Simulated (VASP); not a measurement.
Input of a VASP 6.6.1 run:

File INCAR:

```
PREC     = Accurate       # precision mode
ENCUT    = 520            # plane-wave cutoff, eV
EDIFF    = 1E-8           # SCF threshold, eV
ISMEAR   = -1             # smearing method
SIGMA    = 0.05           # smearing width, eV
LREAL    = F              # projectors in reciprocal space
LASPH    = T              # aspherical terms in the spheres
NELM     = 60             # most SCF steps
ALGO     = Normal         # electronic algorithm
ISIF     = 2              # what is computed and relaxed
LWAVE    = F              # write WAVECAR
LCHARG   = F              # write CHGCAR
LEFG     = T            
NBANDS   = 14             # bands
```

KPOINTS

```
Automatic mesh
0
Gamma
  9 9 9
```

Contents of POSCAR:

```
MgTl
1.0
    3.6590735492      0.0000000000      0.0000000000
    0.0000000000      3.6590735492      0.0000000000
    0.0000000000      0.0000000000      3.6590735492
Mg Tl
1 1
Direct
    0.0000000000      0.0000000000      0.0000000000
    0.5000000000      0.5000000000      0.5000000000
```

Potentials or basis: VASP PAW LDA potentials, release 64 (Mg, Tl_d).

Command:

```bash
$ cat potpaw_LDA.64/Mg/POTCAR potpaw_LDA.64/Tl_d/POTCAR > POTCAR
$ mpirun -np 1 vasp_std > vasp.out
```

Q: What does it give for the pressure?

A: -3.3 GPa.

Caveat: without QUAD_EFG the Cq values of the log hold for a quadrupole moment of 1 mb, not for the nuclei.
